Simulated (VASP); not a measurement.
## Ta2H3: relaxation of cell and atoms with PBE

The system is Ta2H3.

```xyz
5
Lattice="3.8972 0.0000 0.0000 0.0000 3.8972 0.0000 0.0000 0.0000 3.3414" Properties=species:S:1:pos:R:3 pbc="T T T"
Ta    0.0000    0.0000    1.6707
Ta    1.9486    1.9486    1.6707
H     0.0000    1.9486    0.0000
H     1.9486    0.0000    0.0000
H     1.9486    1.9486    0.0000
```

| Quantity | Value |
| --- | --- |
| Program | VASP 6.6.1 |
| Task | relaxation of cell and atoms |
| Functional | PBE |
| Potentials or basis | VASP PAW PBE potentials, release 64 (Ta_pv, H) |
| Cutoff | 600 eV |
| k mesh | 4 × 4 × 6 |
| Occupations | gaussian, width 0.1 eV |
| Spin | no spin polarisation |
| Dipole correction | no |
| Further INCAR settings | ALGO = Normal; EDIFF = 1e-06; IBRION = 2; EDIFFG = -0.04; NSW = 90; ISIF = 3 |

The relaxed volume is 10.11 Å³/atom and the relaxed cell is a = 3.870 Å, b = 3.870 Å, c = 3.376 Å, α = 90.00°, β = 90.00°, γ = 90.00°. The space group after relaxing (to 0.05 Å) is P4/mmm (No. 123). The energy gained by relaxing is 1.7 meV/atom and the ionic steps are 3. The pressure after relaxing is 0.0 GPa.

Step by step:
```csv
step,energy change (eV),largest force (eV/Å),pressure (GPa),volume (Å³)
1,0.0000,0.0000,-0.31,50.75
2,-0.0083,0.0000,-0.06,50.60
3,-0.0087,0.0000,0.02,50.56
```

Final structure:
```cif
data_structure
_symmetry_space_group_name_H-M 'P 1'
_symmetry_Int_Tables_number 1
_cell_length_a 3.8700
_cell_length_b 3.8700
_cell_length_c 3.3758
_cell_angle_alpha 90.000
_cell_angle_beta 90.000
_cell_angle_gamma 90.000
_cell_volume 50.56
loop_
_atom_site_label
_atom_site_type_symbol
_atom_site_fract_x
_atom_site_fract_y
_atom_site_fract_z
_atom_site_occupancy
Ta1 Ta 0.00000 0.00000 0.50000 1
Ta2 Ta 0.50000 0.50000 0.50000 1
H1 H 0.00000 0.50000 0.00000 1
H2 H 0.50000 0.00000 0.00000 1
H3 H 0.50000 0.50000 0.00000 1
```

Levels at points of the mesh, in eV from the Fermi level:
```csv
k point,band 9,band 10,band 11,band 12,band 13,band 14,band 15,band 16
"(0.00, 0.00, 0.00)",-5.59,-2.88,-1.81,0.44,0.44,2.56,3.70,3.70
"(0.50, 0.00, 0.00)",-4.22,-1.22,-0.04,0.02,0.92,0.94,1.49,1.54
"(0.50, 0.50, 0.00)",-4.85,-3.87,-2.80,-1.37,-0.85,-0.85,1.94,1.98
"(0.00, 0.00, 0.50)",-3.85,-2.63,-2.17,-2.17,-1.96,0.83,2.71,2.71
"(0.50, 0.00, 0.50)",-2.12,-2.11,-0.49,-0.41,-0.11,0.56,0.60,1.88
"(0.50, 0.50, 0.50)",-3.21,-2.56,-2.56,2.10,2.18,2.24,2.24,2.24
```

It took 70 s on 1 thread of Intel Xeon 8259CL, with other jobs on the host, peak memory 0.19 GiB.

Caveat: the k points lie up to 0.41 Å⁻¹ apart in the final cell; spin-orbit coupling is left out, which moves the levels of the heavy elements.
